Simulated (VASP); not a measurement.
The system is BaNa3.

```
Na Ba
1.0
     6.71360    0.00000    0.00000
    -3.35680    5.81415    0.00000
     0.00000    0.00000    5.85657
Na Ba
6 2
Cartesian
  2.5434 0.0000 1.4641
  -1.2717 2.2026 1.4641
  2.0851 3.6115 1.4641
  4.1702 0.0000 4.3924
  1.2717 2.2026 4.3924
  -2.0851 3.6115 4.3924
  0.0000 0.0000 0.0000
  0.0000 0.0000 2.9283
```

The cell was generated, and may not be a known phase.

```yaml
Program: VASP 6.6.1
Task: relaxation of cell and atoms
Functional: PBE
Potentials_or_basis: VASP PAW PBE potentials, release 64 (Na_pv, Ba_sv)
Cutoff: 600 eV
k_mesh: 3 × 3 × 4
Occupations: gaussian, width 0.1 eV
Spin: no spin polarisation
```

At the start: pressure 9.9 GPa; volume 28.58 Å³/atom.

Q: Where does the relaxation end?

A: Over 21 steps the energy falls by 771.7 meV/atom and the volume is 45.89 Å³/atom (+60.6 %); space group P6_3/mcm (No. 193, to 0.1 Å) before, P6/mmm (No. 191, to 0.1 Å).

The path:
```
step  energy change (eV)  largest force (eV/Å)  pressure (GPa)  volume (Å³)
   1              0.0000                1.7947            9.92       228.60
   2             -3.2525                1.0130            3.40       292.20
   3             -4.5069                0.6371            0.99       357.17
   4             -4.7383                0.2129           -0.90       514.32
   5             -4.9099                0.3348           -0.51       451.31
   6             -4.9149                0.3756           -0.36       434.69
   7             -5.0388                0.3784           -0.34       427.11
   8             -5.3842                0.3798           -0.19       403.89
   9             -5.8245                0.3080            0.54       355.75
  10             -5.8105                0.2674            0.89       342.96
  11             -5.9170                0.1886            0.57       353.42
  12             -5.9718                0.0947            0.20       368.96
  13             -6.0803                0.0917            0.00       376.41
  14             -6.0957                0.0891           -0.06       378.43
  15             -6.1195                0.0834           -0.17       382.35
  16             -6.1346                0.0740           -0.32       389.82
  17             -6.1358                0.0770           -0.28       387.61
  18             -6.1565                0.0711           -0.08       375.51
  19             -6.1590                0.0682            0.02       369.79
  20             -6.1647                0.0579            0.04       369.13
  21             -6.1737                0.0271            0.09       367.13
```

Final structure:
```
Na Ba
1.0
     7.12583    0.00000    0.00000
    -3.56292    6.17115    0.00000
     0.00000    0.00000    8.34860
Na Ba
6 2
Cartesian
  3.5266 0.0000 2.0871
  5.3625 3.0542 2.0871
  1.7996 3.1170 2.0871
  3.5992 0.0000 6.2614
  1.7633 3.0542 6.2614
  -1.7996 3.1170 6.2614
  0.0000 0.0000 0.0000
  0.0000 0.0000 4.1743
```

Caveat: the k points lie up to 0.34 Å⁻¹ apart in the final cell, too coarse for converged energies and pressures of a metal; the volume moved by over 15 % at a fixed basis, so the end points are rough.
